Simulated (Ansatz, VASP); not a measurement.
## Pd: VASP beside Ansatz

```
Pd
1.0
     0.00000    1.92258    1.92258
     1.92258    0.00000    1.92258
     1.92258    1.92258    0.00000
Pd
1
Direct
  0.00000 0.00000 0.00000
```

Alike in both runs: task relaxation of cell and atoms; functional LDA; k mesh 16 × 16 × 16; occupations gaussian, width 0.1 eV; no spin polarisation.

|  | VASP | Ansatz |
| --- | --- | --- |
| version | VASP 6.6.1 | Ansatz 0.2.0 |
| potentials or method | VASP PAW LDA potentials, release 64 (Pd), cutoff 600 eV | scalar-relativistic, plane waves, PAW |
| valence electrons in the cell | 10 | 18 |

|  | VASP | Ansatz | Ansatz less VASP |
| --- | --- | --- | --- |
| gap on the k mesh at the Fermi level, each at its own relaxed structure (eV) | none | none | - |
| relaxed volume (Å³/atom) | 14.17 | 14.16 | -0.018 |
| relaxed cell length with the largest relative difference (Å) | 2.716 | 2.715 | -0.0012 |

Ansatz warns that its potentials were made for another functional, while VASP's fit it. LDA's correlation is that of Perdew and Zunger in VASP and of Perdew and Wang (1992) in Ansatz. A gap of «none» marks a metal or a gap that the smearing closes. VASP's potentials hold 10 valence electrons a cell and Ansatz's 18, so a difference there can come from the potentials and not from the codes.
